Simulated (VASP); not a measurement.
# Sn in VASP: notebook

Sn is run at these levels: r2SCAN; tasks: single point.

Program: VASP 6.6.1. These are calculated values, not measurements. Logs are shortened: lines on timing, memory, paths and dates and some standing lists are left out, and cuts for length are marked.

**1. The cell of the first run**

The structure is cubic, space group Im-3m (No. 229). Conventional cell: a = 3.789 Å, b = 3.789 Å, c = 3.789 Å, α = 90.00°, β = 90.00°, γ = 90.00°. Within 4.3 Å of Sn (site symmetry m-3m) lie 14 Sn at 3.28 to 3.79 Å.

**2. Single point, r2SCAN**

POSCAR

```
Sn
1.0
   -1.8946500000      1.8946500000      1.8946500000
    1.8946500000     -1.8946500000      1.8946500000
    1.8946500000      1.8946500000     -1.8946500000
Sn
1
Direct
    0.0000000000      0.0000000000      0.0000000000
```

INCAR.step1

```
PREC = Accurate
ENCUT = 520
ISMEAR = -1
SIGMA = 0.1
LREAL = False
LASPH = True
NELM = 60
NBANDS = 13
GGA = PE
ALGO = Normal
EDIFF = 1E-4
LWAVE = True
LCHARG = False
```

INCAR.step2

```
PREC = Accurate
ENCUT = 520
EDIFF = 1E-6
ISMEAR = -1
SIGMA = 0.1
LREAL = False
LASPH = True
NELM = 60
ALGO = Normal
ISIF = 2
LWAVE = False
LCHARG = False
METAGGA = R2SCAN
LMIXTAU = True
NBANDS = 13
ISTART = 1
```

KPOINTS

```
regular mesh
0
Gamma
  13 13 13
```

Potentials or basis: VASP PAW PBE potentials, release 64 (Sn_d).

The run is started by

```console
> cat potpaw_PBE.64/Sn_d/POTCAR > POTCAR
> cp INCAR.step1 INCAR
> mpirun -np 1 vasp_std > vasp.out
> cp INCAR.step2 INCAR
> mpirun -np 1 vasp_std > vasp.out
```

OUTCAR:

```text
PREC = Accurate
   ENCUT = 520
   EDIFF = 1E-6
   ISMEAR = -1
   LREAL = False
   LASPH = True
   NELM = 60
   ISIF = 2
   METAGGA = R2SCAN
   ISTART = 1

 ion  position               nearest neighbor table
   1  0.000  0.000  0.000-

  LATTYP: Found a body centered cubic cell.
 ALAT       =     3.7893000000

  Lattice vectors:

 A1 = (  -1.8946500000,   1.8946500000,   1.8946500000)
 A2 = (   1.8946500000,  -1.8946500000,   1.8946500000)
 A3 = (   1.8946500000,   1.8946500000,  -1.8946500000)

Analysis of symmetry for initial positions (statically):
=====================================================================
 Subroutine PRICEL returns:
 Original cell was already a primitive cell.

 Routine SETGRP: Setting up the symmetry group for a
 body centered cubic supercell.

 Subroutine GETGRP returns: Found 48 space group operations
[... 9 lines left out ...]

 Routine SETGRP: Setting up the symmetry group for a
 body centered cubic supercell.

 Subroutine GETGRP returns: Found 48 space group operations
[... 11 lines left out ...]
                                     Primitive cell

  volume of cell :      27.2049

  direct lattice vectors                    reciprocal lattice vectors
    -1.894650000  1.894650000  1.894650000     0.000000000  0.263900984  0.263900984
     1.894650000 -1.894650000  1.894650000     0.263900984  0.000000000  0.263900984
     1.894650000  1.894650000 -1.894650000     0.263900984  0.263900984  0.000000000

  length of vectors
     3.281630063  3.281630063  3.281630063     0.373212351  0.373212351  0.373212351

  position of ions in fractional coordinates (direct lattice)
     0.000000000  0.000000000  0.000000000

  ion indices of the primitive-cell ions
   primitive index   ion index
                 1           1

----------------------------------------------------------------------------------------

 KPOINTS: regular mesh

Automatic generation of k-mesh.
 Grid dimensions read from file:
 generate k-points for:   13   13   13

 Generating k-lattice:

  Cartesian coordinates                     Fractional coordinates (reciprocal lattice)
     0.000000000  0.020300076  0.020300076     0.076923077  0.000000000  0.000000000
     0.020300076  0.000000000  0.020300076     0.000000000  0.076923077  0.000000000
     0.020300076  0.020300076  0.000000000     0.000000000  0.000000000  0.076923077

  Length of vectors
     0.028708642  0.028708642  0.028708642

  Shift w.r.t. Gamma in fractional coordinates (k-lattice)
     0.000000000  0.000000000  0.000000000

 Subroutine IBZKPT returns following result:
 ===========================================

 Found     84 irreducible k-points:

 Following reciprocal coordinates:
            Coordinates               Weight
  0.000000  0.000000  0.000000      1.000000
  0.076923  0.000000  0.000000     12.000000
  0.153846  0.000000  0.000000     12.000000
  0.230769  0.000000  0.000000     12.000000
  0.307692  0.000000  0.000000     12.000000
  0.384615  0.000000  0.000000     12.000000
[... 16 lines left out ...]
  0.153846  0.076923  0.076923     24.000000
  0.230769  0.076923  0.076923     24.000000
 [... further k-points ...]
   k-points           NKPTS =     84   k-points in BZ     NKDIM =     84   number of bands    NBANDS=     13
   number of dos      NEDOS =    301   number of ions     NIONS =      1
   total plane-waves  NPLWV =  13824
   dimension x,y,z NGX =    24 NGY =   24 NGZ =   24
   dimension x,y,z NGXF=    48 NGYF=   48 NGZF=   48
   ions per type =               1
   NGX,Y,Z   is equivalent  to a cutoff of  12.16, 12.16, 12.16 a.u.
   NGXF,Y,Z  is equivalent  to a cutoff of  24.32, 24.32, 24.32 a.u.
 SYSTEM =  unknown system
   PREC   = accura    normal or accurate (medium, high low for compatibility)
   ISTART =      1    job   : 0-new  1-cont  2-samecut
   ICHARG =      0    charge: 1-file 2-atom 10-const
   ISPIN  =      1    spin polarized calculation?
   LNONCOLLINEAR =      F non collinear calculations
   LSORBIT =      F    spin-orbit coupling
   LASPH  =      T    aspherical Exc in radial PAW
   ENCUT  =  520.0 eV  38.22 Ry    6.18 a.u.   6.10  6.10  6.10*2*pi/ulx,y,z
   NELM   =     60;   NELMIN=  2; NELMDL=  0     # of ELM steps
   EDIFF  = 0.1E-05   stopping-criterion for ELM
   LREAL  =      F    real-space projection
   EDIFFG = 0.1E-04   stopping-criterion for IOM
   NSW    =      0    number of steps for IOM
   IBRION =     -1    ionic relax: 0-MD 1-quasi-New 2-CG
   NFREE  =      0    steps in history (QN), initial steepest desc. (CG)
   ISIF   =      2    stress and relaxation
   ISYM   =      2    0-nonsym 1-usesym 2-fastsym
   POTIM  = 0.5000    time-step for ionic-motion
   TEBEG  =    0.0;   TEEND  =   0.0 temperature during run
   PSTRESS=    0.0 pullay stress
   NELECT =      14.0000    total number of electrons
   NUPDOWN=      -1.0000    fix difference up-down
   EMIN   =  10.00;   EMAX   =-10.00  energy-range for DOS
   EFERMI =   0.00;   METHOD = LEGACY
   ISMEAR =    -1;   SIGMA  =   0.10  broadening in eV -4-tet -1-fermi 0-gaus
   EFERMI_NEDOS =   21; number of points for ismear=-14 and -15
   IALGO  =     38    algorithm
   IMIX   =      4    mixing-type and parameters
     AMIX     =   0.40;   BMIX     =  1.00
     AMIX_MAG =   1.60;   BMIX_MAG =  1.00
  volume/ion in A,a.u.               =      27.20       183.59
  Fermi-wavevector in a.u.,A,eV,Ry     =   1.311903  2.479138 23.416858  1.721090
  Thomas-Fermi vector in A             =   2.442333
   LORBIT       =      0    0 simple, 1 ext, 2 COOP (PROOUT), +10 PAW based schemes
   METAGGA = R2SCAN    functional components
   LHFCALC =     F    Hartree Fock is set to
   AEXX    =    0.0000 exact exchange contribution
   IVDW    =     0    specifies the selected vdW correction
   LEPSILON=     F    determine dielectric tensor
   LRPA    =     F    only Hartree local field effects (RPA)
 non-spin polarized calculation
  energy-cutoff  :      520.00
  volume of cell :       27.20
 maximum number of plane-waves:       745
   NGX = 13   NGY = 13   NGZ = 13

 number of electron      13.9999996 magnetization

 Free energy of the ion-electron system (eV)
  ---------------------------------------------------
  ext. energy  EPLUGINS =         0.00000000
  ---------------------------------------------------
  free energy    TOTEN  =       -24.50907400 eV

  energy without entropy =      -24.48764320  energy(sigma->0) =      -24.49835860

 E-fermi :   7.9874     XC(G=0): -11.2553

 val. band max:        7.9814764848   @ k =   0.3077   0.1538   0.1538
 cond. band min:       8.0923417170   @ k =  -0.3846   0.4615   0.2308
 fundamental gap:      0.1108652322
 Fermi energy:         7.9874344512

 k-point     1 :       0.0000    0.0000    0.0000
  band No.  band energies     occupation
      1     -14.2437      2.00000
      2     -14.2436      2.00000
      3     -14.2436      2.00000
      4     -14.0913      2.00000
      5     -14.0913      2.00000
      6      -3.6218      2.00000
      7      16.4455      0.00000
      8      16.4455      0.00000
      9      16.4455      0.00000
     10      20.9330      0.00000
     11      20.9330      0.00000
     12      20.9330      0.00000
     13      21.2371      0.00000

 k-point     2 :       0.0769    0.0000    0.0000
  band No.  band energies     occupation
      1     -14.2465      2.00000
      2     -14.2395      2.00000
      3     -14.2302      2.00000
      4     -14.0946      2.00000
      5     -14.0919      2.00000
      6      -3.4853      2.00000
      7      15.2853      0.00000
      8      15.8888      0.00000
      9      16.2750      0.00000
     10      19.5902      0.00000
     11      19.7896      0.00000
     12      20.6603      0.00000
     13      22.0265      0.00000

 k-point     3 :       0.1538    0.0000    0.0000
  band No.  band energies     occupation
      1     -14.2544      2.00000
      2     -14.2292      2.00000
      3     -14.1926      2.00000
      4     -14.1026      2.00000
      5     -14.0932      2.00000
      6      -3.0753      2.00000
      7      12.8817      0.00000
      8      14.7852      0.00000
      9      15.7977      0.00000
     10      18.5310      0.00000
     11      18.7345      0.00000
     12      20.5681      0.00000
     13      22.4822      0.00000

 k-point     4 :       0.2308    0.0000    0.0000
  band No.  band energies     occupation
      1     -14.2656      2.00000
      2     -14.2189      2.00000
      3     -14.1390      2.00000
      4     -14.1104      2.00000
      5     -14.0949      2.00000
      6      -2.3913      2.00000
      7      10.2808      0.00000
      8      13.6819      0.00000
      9      15.1676      0.00000
     10      17.7413      0.00000
     11      17.8990      0.00000
     12      20.9719      0.00000
     13      22.9710      0.00000

 k-point     5 :       0.3077    0.0000    0.0000
  band No.  band energies     occupation
      1     -14.2775      2.00000
      2     -14.2159      2.00000
      3     -14.1118      2.00000
      4     -14.0968      2.00000
      5     -14.0814      2.00000
      6      -1.4374      2.00000
      7       7.7971      1.74064
      8      12.7713      0.00000
      9      14.5730      0.00000
     10      17.1669      0.00000
     11      17.2788      0.00000
     12      21.7713      0.00000
     13      23.5716      0.00000
[... 257 lines left out ...]
 k-point    22 :       0.0769    0.0769    0.0769
  band No.  band energies     occupation
      1     -14.2462      2.00000
      2     -14.2462      2.00000
      3     -14.1630      2.00000
      4     -14.0993      2.00000
      5     -14.0993      2.00000
      6      -2.8015      2.00000
      7      12.1191      0.00000
      8      14.0628      0.00000
      9      14.0628      0.00000
     10      19.5543      0.00000
     11      19.5543      0.00000
     12      21.6992      0.00000
     13      22.5637      0.00000

 k-point    23 :       0.1538    0.0769    0.0769
  band No.  band energies     occupation
      1     -14.2571      2.00000
      2     -14.2346      2.00000
      3     -14.1190      2.00000
      4     -14.1060      2.00000
      5     -14.0985      2.00000
      6      -2.1179      2.00000
      7      10.1348      0.00000
      8      12.3645      0.00000
      9      13.2296      0.00000
     10      19.6476      0.00000
     11      19.7849      0.00000
     12      21.6764      0.00000
     13      23.1301      0.00000

 k-point    24 :       0.2308    0.0769    0.0769
  band No.  band energies     occupation
      1     -14.2679      2.00000
      2     -14.2218      2.00000
      3     -14.1102      2.00000
      4     -14.0983      2.00000
      5     -14.0761      2.00000
      6      -1.1677      2.00000
      7       7.9068      1.38246
      8      11.2386      0.00000
      9      12.5491      0.00000
     10      19.2790      0.00000
     11      19.6055      0.00000
     12      22.1805      0.00000
     13      23.7709      0.00000

 [... further k-points ...]
[... 5 lines left out ...]
  --------------------------------------------------------------------------------------
  -------------------------------------------------------------------------------------
  Total       -0.0632060     -0.0632060     -0.0632060      0.0000000      0.0000000     -0.0000000
  in kB       -3.7223932     -3.7223932     -3.7223932      0.0000000      0.0000000     -0.0000000
  external PRESSURE =      -3.7223932 kB  Pullay stress =       0.0000000 kB

 VOLUME and BASIS-vectors are now :
 -----------------------------------------------------------------------------
  energy-cutoff  :      520.00
  volume of cell :       27.20
      direct lattice vectors                 reciprocal lattice vectors
    -1.894650000  1.894650000  1.894650000     0.000000000  0.263900984  0.263900984
     1.894650000 -1.894650000  1.894650000     0.263900984  0.000000000  0.263900984
     1.894650000  1.894650000 -1.894650000     0.263900984  0.263900984  0.000000000

 POSITION                                       TOTAL-FORCE (eV/Angst)
 -----------------------------------------------------------------------------------
      0.00000      0.00000      0.00000         0.000000     -0.000000      0.000000
 -----------------------------------------------------------------------------------
    total drift:                               -0.000000      0.000000      0.000000

  FREE ENERGIE OF THE ION-ELECTRON SYSTEM (eV)
  ---------------------------------------------------
  free  energy   TOTEN  =       -24.5090740024 eV

  energy  without entropy=      -24.4876431976  energy(sigma->0) =      -24.49835860
```

Wall time 29 s (1 thread of Intel Xeon 6975P-C (Granite Rapids), shared host); peak memory 0.15 GiB.

What came out:

| Quantity | Value |
| --- | --- |
| Free energy | -24.5091 eV |
| Pressure | -0.4 GPa |
| Band gap on the k mesh | zero (band 7 reaches 16.45 eV, above the bottom of band 8 at 5.54 eV) |

Caveat: the PAW data sets were made with another functional, which shifts forces and pressure a little; spin-orbit coupling is left out, which moves the levels of the heavy elements.

[end of part 1 of 2]
